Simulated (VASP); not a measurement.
Wanted: the native input for a VASP 6.6.1 run.

```
Task                    : density of states
Functional              : PBEsol
Potentials or basis     : VASP PAW PBE potentials, release 64 (Ti_sv, Co)
Cutoff                  : 520 eV
k mesh                  : 14 × 14 × 14
Occupations             : gaussian, width 0.1 eV
Spin                    : collinear spin, ferromagnetic start
Starting moments        : [0.0, 0.75] μB
Dipole correction       : no
k mesh for the DOS      : 21 × 21 × 21
Occupations for the DOS : tetrahedron
Further INCAR settings  : ALGO = Normal; EDIFF = 1e-06
```

The system is TiCo.

```
Ti Co
1.0
     2.93851    0.00000    0.00000
     0.00000    2.93851    0.00000
     0.00000    0.00000    2.93851
Ti Co
1 1
Direct
  0.00000 0.00000 0.00000
  0.50000 0.50000 0.50000
```

One way to write it, as run:

POSCAR

```
TiCo
1.0
    2.9385074037      0.0000000000      0.0000000000
    0.0000000000      2.9385074037      0.0000000000
    0.0000000000      0.0000000000      2.9385074037
Ti Co
1 1
Direct
    0.0000000000      0.0000000000      0.0000000000
    0.5000000000      0.5000000000      0.5000000000
```

INCAR.step1

```
SYSTEM = TiCo
ALGO = Normal
EDIFF = 1E-6
ENCUT = 520
GGA = PS
ISIF = 2
ISMEAR = 0
ISPIN = 2
LASPH = .True.
LCHARG = .True.
LMAXMIX = 4
LREAL = .False.
LWAVE = .False.
MAGMOM = 0 0.75
NBANDS = 22
NELM = 150
PREC = Accurate
SIGMA = 0.1
```

KPOINTS.step1

```
k-points
0
Gamma
  14 14 14
  0 0 0
```

INCAR.step2

```
SYSTEM = TiCo
ALGO = Normal
EDIFF = 1E-6
ENCUT = 520
GGA = PS
ICHARG = 11
ISIF = 2
ISMEAR = -5
ISPIN = 2
LASPH = .True.
LCHARG = .False.
LMAXMIX = 4
LORBIT = 10
LREAL = .False.
LWAVE = .False.
MAGMOM = 0 0.75
NEDOS = 2001
NELM = 150
PREC = Accurate
SIGMA = 0.1
```

KPOINTS.step2

```
k-points
0
Gamma
  21 21 21
  0 0 0
```

Potentials or basis: VASP PAW PBE potentials, release 64 (Ti_sv, Co).

The run is started by

```console
$ cat potpaw_PBE.64/Ti_sv/POTCAR potpaw_PBE.64/Co/POTCAR > POTCAR
$ cp INCAR.step1 INCAR
$ cp KPOINTS.step1 KPOINTS
$ mpirun -np 1 vasp_std > vasp.out
$ cp INCAR.step2 INCAR
$ cp KPOINTS.step2 KPOINTS
$ mpirun -np 1 vasp_std > vasp.out
```

It gave:

| Item | Value |
| --- | --- |
| Net moment | 0.58 μB per cell |
| Site moments | Ti +0.00; Co +0.64 μB |
| Valence electrons inside the program's atomic spheres | Ti 10.36; Co 8.37 |

Run time: 98 s on 1 thread of Intel(R) Xeon(R) 6975P-C (Granite Rapids) (shared host), peak memory 0.29 GiB.
